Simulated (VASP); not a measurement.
# Fe (Im-3m) in VASP: further runs

The runs below take Fe through single point, with PBE.

All numbers are computed with VASP 6.6.1; they aren't measurements. Logs are shortened: lines on timing, memory, paths and dates and some standing lists are left out, and cuts for length are marked.

### 1 The cell of the first run

It takes space group Im-3m (No. 229, cubic). Conventional cell: a = 2.831 Å, b = 2.831 Å, c = 2.831 Å, α = 90.00°, β = 90.00°, γ = 90.00°. Within 3.2 Å of Fe (site symmetry m-3m) lie 14 Fe at 2.45 to 2.83 Å.

### 2 Single point, PBE, collinear spin, antiferromagnetic start

The input, INCAR:

```
SYSTEM = Fe
PREC = Accurate
ENCUT = 520
EDIFF = 1E-6
ISMEAR = 0
SIGMA = 0.05
LREAL = .FALSE.
LASPH = .TRUE.
NELM = 150
ALGO = Normal
ISIF = 2
LWAVE = .FALSE.
LCHARG = .FALSE.
ISPIN = 2
MAGMOM = 2.5 -2.5
LORBIT = 11
LMAXMIX = 4
GGA = PE
NBANDS = 19
```

The input, KPOINTS:

```
regular mesh
0
G
  12 12 12
  0 0 0
```

The input, POSCAR:

```
Fe
1.0
    2.8311865458      0.0000000000      0.0000000000
    0.0000000000      2.8311865458      0.0000000000
    0.0000000000      0.0000000000      2.8311865458
Fe
2
Direct
    0.0000000000      0.0000000000      0.0000000000
    0.5000000000      0.5000000000      0.5000000000
```

Potentials or basis: VASP PAW PBE potentials, release 64 (Fe).

Started as:

```console
> cat potpaw_PBE.64/Fe/POTCAR > POTCAR
> mpirun -np 1 vasp_std > vasp.out
```

OUTCAR:

```text
SYSTEM = Fe
   PREC = Accurate
   ENCUT = 520
   EDIFF = 1E-6
   ISMEAR = 0
   LREAL = .FALSE.
   LASPH = .TRUE.
   NELM = 150
   ISIF = 2
   ISPIN = 2
   LORBIT = 11
   GGA = PE

 ion  position               nearest neighbor table
   1  0.000  0.000  0.000-   2 2.45   2 2.45   2 2.45   2 2.45   2 2.45   2 2.45   2 2.45   2 2.45

   2  0.500  0.500  0.500-   1 2.45   1 2.45   1 2.45   1 2.45   1 2.45   1 2.45   1 2.45   1 2.45

  LATTYP: Found a simple cubic cell.
 ALAT       =     2.8311865458

  Lattice vectors:

 A1 = (   2.8311865458,   0.0000000000,   0.0000000000)
 A2 = (   0.0000000000,   2.8311865458,   0.0000000000)
 A3 = (   0.0000000000,   0.0000000000,   2.8311865458)

Analysis of symmetry for initial positions (statically):
=====================================================================
 Subroutine PRICEL returns following result:

  LATTYP: Found a body centered cubic cell.
 ALAT       =     2.8311865458

  Lattice vectors:

 A1 = (   1.4155932729,   1.4155932729,  -1.4155932729)
 A2 = (  -1.4155932729,   1.4155932729,   1.4155932729)
 A3 = (   1.4155932729,  -1.4155932729,   1.4155932729)

   2 primitive cells build up your supercell.

 Routine SETGRP: Setting up the symmetry group for a
 simple cubic supercell.

 Subroutine GETGRP returns: Found 48 space group operations
 (whereof 48 operations were pure point group operations)
 out of a pool of 48 trial point group operations.

The static configuration has the point symmetry O_h .

Analysis of symmetry for dynamics (positions and initial velocities):
=====================================================================
 Subroutine PRICEL returns following result:

  LATTYP: Found a body centered cubic cell.
 ALAT       =     2.8311865458

  Lattice vectors:

 A1 = (   1.4155932729,   1.4155932729,  -1.4155932729)
 A2 = (  -1.4155932729,   1.4155932729,   1.4155932729)
 A3 = (   1.4155932729,  -1.4155932729,   1.4155932729)

   2 primitive cells build up your supercell.

 Routine SETGRP: Setting up the symmetry group for a
 simple cubic supercell.

 Subroutine GETGRP returns: Found 48 space group operations
 (whereof 48 operations were pure point group operations)
 out of a pool of 48 trial point group operations.

The dynamic configuration has the point symmetry O_h .

Analysis of structural, dynamic, and magnetic symmetry:
=====================================================================
 Subroutine PRICEL returns following result:

  LATTYP: Found a body centered cubic cell.
 ALAT       =     2.8311865458

  Lattice vectors:

 A1 = (   1.4155932729,   1.4155932729,  -1.4155932729)
 A2 = (  -1.4155932729,   1.4155932729,   1.4155932729)
 A3 = (   1.4155932729,  -1.4155932729,   1.4155932729)

   2 primitive cells build up your supercell.

 Routine SETGRP: Setting up the symmetry group for a
 simple cubic supercell.

 Subroutine GETGRP returns: Found 48 space group operations
 (whereof 48 operations were pure point group operations)
 out of a pool of 48 trial point group operations.

The overall configuration has the point symmetry O_h .

 Subroutine INISYM returns: Found 48 space group operations
 (whereof 48 operations are pure point group operations),
 and found     2 'primitive' translations

----------------------------------------------------------------------------------------

                                     Primitive cell

  volume of cell :      11.3469

  direct lattice vectors                    reciprocal lattice vectors
     1.415593273  1.415593273 -1.415593273     0.353208799  0.353208799  0.000000000
    -1.415593273  1.415593273  1.415593273    -0.000000000  0.353208799  0.353208799
     1.415593273 -1.415593273  1.415593273     0.353208799  0.000000000  0.353208799

  length of vectors
     2.451879472  2.451879472  2.451879472     0.499512674  0.499512674  0.499512674

  position of ions in fractional coordinates (direct lattice)
     0.000000000  0.000000000  0.000000000

  ion indices of the primitive-cell ions
   primitive index   ion index
                 1           1

----------------------------------------------------------------------------------------

 KPOINTS: regular mesh

Automatic generation of k-mesh.
 Grid dimensions read from file:
 generate k-points for:   12   12   12

 Generating k-lattice:

  Cartesian coordinates                     Fractional coordinates (reciprocal lattice)
     0.029434067  0.000000000  0.000000000     0.083333333  0.000000000  0.000000000
     0.000000000  0.029434067  0.000000000     0.000000000  0.083333333  0.000000000
     0.000000000  0.000000000  0.029434067     0.000000000  0.000000000  0.083333333

  Length of vectors
     0.029434067  0.029434067  0.029434067

  Shift w.r.t. Gamma in fractional coordinates (k-lattice)
     0.000000000  0.000000000  0.000000000

 Subroutine IBZKPT returns following result:
 ===========================================

 Found     84 irreducible k-points:

 Following reciprocal coordinates:
            Coordinates               Weight
  0.000000  0.000000  0.000000      1.000000
  0.083333  0.000000  0.000000      6.000000
  0.166667  0.000000  0.000000      6.000000
  0.250000  0.000000  0.000000      6.000000
  0.333333  0.000000  0.000000      6.000000
  0.416667  0.000000  0.000000      6.000000
[... 16 lines left out ...]
  0.333333  0.333333  0.000000     12.000000
  0.416667  0.333333  0.000000     24.000000
 [... further k-points ...]
   k-points           NKPTS =     84   k-points in BZ     NKDIM =     84   number of bands    NBANDS=     19
   number of dos      NEDOS =    301   number of ions     NIONS =      2
   total plane-waves  NPLWV =  13824
   dimension x,y,z NGX =    24 NGY =   24 NGZ =   24
   dimension x,y,z NGXF=    48 NGYF=   48 NGZF=   48
   ions per type =               2
   NGX,Y,Z   is equivalent  to a cutoff of  14.09, 14.09, 14.09 a.u.
   NGXF,Y,Z  is equivalent  to a cutoff of  28.19, 28.19, 28.19 a.u.
 SYSTEM =  Fe
   PREC   = accura    normal or accurate (medium, high low for compatibility)
   ISTART =      0    job   : 0-new  1-cont  2-samecut
   ICHARG =      2    charge: 1-file 2-atom 10-const
   ISPIN  =      2    spin polarized calculation?
   LNONCOLLINEAR =      F non collinear calculations
   LSORBIT =      F    spin-orbit coupling
   LASPH  =      T    aspherical Exc in radial PAW
   ENCUT  =  520.0 eV  38.22 Ry    6.18 a.u.   5.26  5.26  5.26*2*pi/ulx,y,z
   NELM   =    150;   NELMIN=  2; NELMDL= -5     # of ELM steps
   EDIFF  = 0.1E-05   stopping-criterion for ELM
   LREAL  =      F    real-space projection
   EDIFFG = 0.1E-04   stopping-criterion for IOM
   NSW    =      0    number of steps for IOM
   IBRION =     -1    ionic relax: 0-MD 1-quasi-New 2-CG
   NFREE  =      0    steps in history (QN), initial steepest desc. (CG)
   ISIF   =      2    stress and relaxation
   ISYM   =      2    0-nonsym 1-usesym 2-fastsym
   POTIM  = 0.5000    time-step for ionic-motion
   TEBEG  =    0.0;   TEEND  =   0.0 temperature during run
   PSTRESS=    0.0 pullay stress
   NELECT =      16.0000    total number of electrons
   NUPDOWN=      -1.0000    fix difference up-down
   EMIN   =  10.00;   EMAX   =-10.00  energy-range for DOS
   EFERMI =   0.00;   METHOD = LEGACY
   ISMEAR =     0;   SIGMA  =   0.05  broadening in eV -4-tet -1-fermi 0-gaus
   EFERMI_NEDOS =   21; number of points for ismear=-14 and -15
   IALGO  =     38    algorithm
   IMIX   =      4    mixing-type and parameters
     AMIX     =   0.40;   BMIX     =  1.00
     AMIX_MAG =   1.60;   BMIX_MAG =  1.00
  volume/ion in A,a.u.               =      11.35        76.57
  Fermi-wavevector in a.u.,A,eV,Ry     =   1.457068  2.753458 28.885791  2.123046
  Thomas-Fermi vector in A             =   2.573912
   LORBIT       =     11    0 simple, 1 ext, 2 COOP (PROOUT), +10 PAW based schemes
   GGA     = PE    functional components
   LHFCALC =     F    Hartree Fock is set to
   AEXX    =    0.0000 exact exchange contribution
   IVDW    =     0    specifies the selected vdW correction
   LEPSILON=     F    determine dielectric tensor
   LRPA    =     F    only Hartree local field effects (RPA)
 spin polarized calculation
 Gauss-broadening in eV      SIGMA  =   0.05
  energy-cutoff  :      520.00
  volume of cell :       22.69
 maximum number of plane-waves:       627
 NGX is ok and might be reduce to    24
   NGX = 11   NGY = 11   NGZ = 11

 number of electron      16.0000014 magnetization      -0.0000000

 number of electron      16.0000014 magnetization       0.0000000

 Free energy of the ion-electron system (eV)
  ---------------------------------------------------
  ext. energy  EPLUGINS =         0.00000000
  ---------------------------------------------------
  free energy    TOTEN  =       -15.59160786 eV

  energy without entropy =      -15.58540088  energy(sigma->0) =      -15.58850437

 E-fermi :   6.0553     XC(G=0): -13.1449

 val. band max:        6.0449071345   @ k =   0.3333   0.3333   0.1667
 cond. band min:       6.0566374715   @ k =   0.1667   0.1667   0.1667
 fundamental gap:      0.0117303370
 Fermi energy:         6.0553035233

 spin component 1

 k-point     1 :       0.0000    0.0000    0.0000
  band No.  band energies     occupation
      1      -2.5288      1.00000
      2       1.6777      1.00000
      3       1.6777      1.00000
      4       4.2553      1.00000
      5       4.2553      1.00000
      6       4.2553      1.00000
[... 11 lines left out ...]
     18      30.7511      0.00000
     19      30.7511      0.00000

 k-point     2 :       0.0833    0.0000    0.0000
  band No.  band energies     occupation
      1      -2.3843      1.00000
      2       1.7368      1.00000
      3       1.7390      1.00000
      4       4.2477      1.00000
      5       4.2477      1.00000
      6       4.2923      1.00000
[... 11 lines left out ...]
     18      29.8809      0.00000
     19      30.6447      0.00000

 k-point     3 :       0.1667    0.0000    0.0000
  band No.  band energies     occupation
      1      -1.9594      1.00000
      2       1.8935      1.00000
      3       1.9179      1.00000
      4       4.2308      1.00000
      5       4.2308      1.00000
      6       4.3997      1.00000
[... 434 lines left out ...]
      1       0.8999      1.00000
      2       2.0223      1.00000
      3       3.4059      1.00000
      4       3.5954      1.00000
      5       3.8122      1.00000
      6       4.2037      1.00000
[... 11 lines left out ...]
     18      28.2674      0.00000
     19      29.7255      0.00000

 k-point    24 :       0.4167    0.3333    0.0000
  band No.  band energies     occupation
      1       1.2676      1.00000
      2       1.8077      1.00000
      3       3.3354      1.00000
      4       3.5463      1.00000
      5       3.9572      1.00000
      6       4.6699      1.00000
[... 11 lines left out ...]
     18      26.7541      0.00000
     19      30.4191      0.00000

 [... further k-points ...]

 spin component 2

 k-point     1 :       0.0000    0.0000    0.0000
  band No.  band energies     occupation
      1      -2.5288      1.00000
      2       1.6777      1.00000
      3       1.6777      1.00000
      4       4.2553      1.00000
      5       4.2553      1.00000
      6       4.2553      1.00000
[... 11 lines left out ...]
     18      30.7511      0.00000
     19      30.7511      0.00000

 k-point     2 :       0.0833    0.0000    0.0000
  band No.  band energies     occupation
      1      -2.3843      1.00000
      2       1.7368      1.00000
      3       1.7390      1.00000
      4       4.2477      1.00000
      5       4.2477      1.00000
      6       4.2923      1.00000
[... 11 lines left out ...]
     18      29.8809      0.00000
     19      30.6447      0.00000

 k-point     3 :       0.1667    0.0000    0.0000
  band No.  band energies     occupation
      1      -1.9594      1.00000
      2       1.8935      1.00000
      3       1.9179      1.00000
      4       4.2308      1.00000
      5       4.2308      1.00000
      6       4.3997      1.00000
[... 434 lines left out ...]
      1       0.8999      1.00000
      2       2.0223      1.00000
      3       3.4059      1.00000
      4       3.5954      1.00000
      5       3.8122      1.00000
      6       4.2037      1.00000
[... 11 lines left out ...]
     18      28.2674      0.00000
     19      29.7255      0.00000

 k-point    24 :       0.4167    0.3333    0.0000
  band No.  band energies     occupation
      1       1.2676      1.00000
      2       1.8077      1.00000
      3       3.3354      1.00000
      4       3.5463      1.00000
      5       3.9572      1.00000
      6       4.6699      1.00000
[... 11 lines left out ...]
     18      26.7541      0.00000
     19      30.4191      0.00000

 [... further k-points ...]

------------------------ aborting loop because EDIFF is reached ----------------------------------------

  FORCE on cell =-STRESS in cart. coord.  units (eV):
  Direction    XX          YY          ZZ          XY          YZ          ZX
  --------------------------------------------------------------------------------------
  -------------------------------------------------------------------------------------
  Total       -0.9015332     -0.9015332     -0.9015332     -0.0000000      0.0000000     -0.0000000
  in kB      -63.6483040    -63.6483040    -63.6483040     -0.0000000      0.0000000     -0.0000000
  external PRESSURE =     -63.6483040 kB  Pullay stress =       0.0000000 kB

 VOLUME and BASIS-vectors are now :
 -----------------------------------------------------------------------------
  energy-cutoff  :      520.00
  volume of cell :       22.69
      direct lattice vectors                 reciprocal lattice vectors
     2.831186546  0.000000000  0.000000000     0.353208799  0.000000000  0.000000000
     0.000000000  2.831186546  0.000000000     0.000000000  0.353208799  0.000000000
     0.000000000  0.000000000  2.831186546     0.000000000  0.000000000  0.353208799

 POSITION                                       TOTAL-FORCE (eV/Angst)
 -----------------------------------------------------------------------------------
      0.00000      0.00000      0.00000        -0.000000     -0.000000     -0.000000
      1.41559      1.41559      1.41559         0.000000      0.000000      0.000000
 -----------------------------------------------------------------------------------
    total drift:                                0.000000      0.000000     -0.000000

  FREE ENERGIE OF THE ION-ELECTRON SYSTEM (eV)
  ---------------------------------------------------
  free  energy   TOTEN  =       -15.5916078619 eV

  energy  without entropy=      -15.5854008829  energy(sigma->0) =      -15.58850437

 total charge

# of ion       s       p       d       tot
------------------------------------------
    1        0.489   0.538   6.242   7.270
    2        0.489   0.538   6.242   7.270
--------------------------------------------------
tot          0.979   1.076  12.485  14.540

 magnetization (x)

# of ion       s       p       d       tot
------------------------------------------
    1        0.019   0.025   1.449   1.493
    2       -0.019  -0.025  -1.449  -1.493
--------------------------------------------------
tot          0.000   0.000   0.000   0.000
```

Wall time 52 s (1 thread of AMD EPYC 7R13 (Zen 3), shared host); peak memory 0.15 GiB.

Results:

| Quantity | Value |
| --- | --- |
| Free energy | -15.5916 eV |
| Pressure | -6.4 GPa |
| Band gap on the k mesh | zero (filled and empty bands overlap) |
| Net moment | 0.00 μB per cell |
| Site moments | Fe +1.49, -1.49 μB |
| Valence electrons inside the program's atomic spheres | Fe 7.27 |

Caveat: the cell stands under tension.

(Continued in part 2 of 3.)
